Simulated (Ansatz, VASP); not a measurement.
**Pb: VASP beside Ansatz**

The input INCAR:

```
PREC = Accurate
ENCUT = 520
EDIFF = 1E-6
ISMEAR = 0
SIGMA = 0.15
LREAL = F
LASPH = T
NELM = 80
ALGO = Normal
ISIF = 2
LWAVE = F
LCHARG = F
GGA = PS
NBANDS = 13
```

The input KPOINTS:

```
Automatic mesh
0
Gamma
  16 16 16
```

Contents of POSCAR:

```
Pb
1.0
    0.0000000000      2.3463100000      2.5932900000
    2.3463100000      0.0000000000      2.5932900000
    2.3463100000      2.3463100000      0.0000000000
Pb
1
Direct
    0.0000000000      0.0000000000      0.0000000000
```

Input for Ansatz:

```yaml
crystal:
  lattice:
    - [0.0, 2.34631, 2.59329]
    - [2.34631, 0.0, 2.59329]
    - [2.34631, 2.34631, 0.0]
  atoms:
    - { symbol: Pb, position: [0.0, 0.0, 0.0] }
basis:
  ecutwfc: 420
kpoints:
  mp_grid: { grid: [16, 16, 16] }
hamiltonian:
  xc: pbesol
scf:
  occupations: { method: gaussian, width: 0.15 }
output:
  forces: true
  stress: true
  eigenvalues: true
```

Change from the starting cell: strain -0.050 along x and y, +0.050 along z, atoms carried along.

Alike in both runs: task single point; functional PBEsol; k mesh 16 × 16 × 16; occupations gaussian, width 0.15 eV; no spin polarisation.

```csv
,VASP,Ansatz
version,VASP 6.6.1,Ansatz 0.2.0
potentials or method,"VASP PAW PBE potentials, release 64 (Pb_d), cutoff 520 eV","scalar-relativistic, plane waves, PAW"
valence electrons in the cell,14,14
```

```csv
,VASP,Ansatz,Ansatz less VASP
gap on the k mesh at the Fermi level (eV),none,none,-
pressure (GPa),2.7,2.8,+0.09
"traceless stress, the component that is largest in VASP (GPa)",-1.46,-1.46,+0.002
```

VASP's potentials were made for PBE, not for PBEsol. A gap of «none» marks a metal or a gap that the smearing closes.

Neither program's run includes spin-orbit coupling.
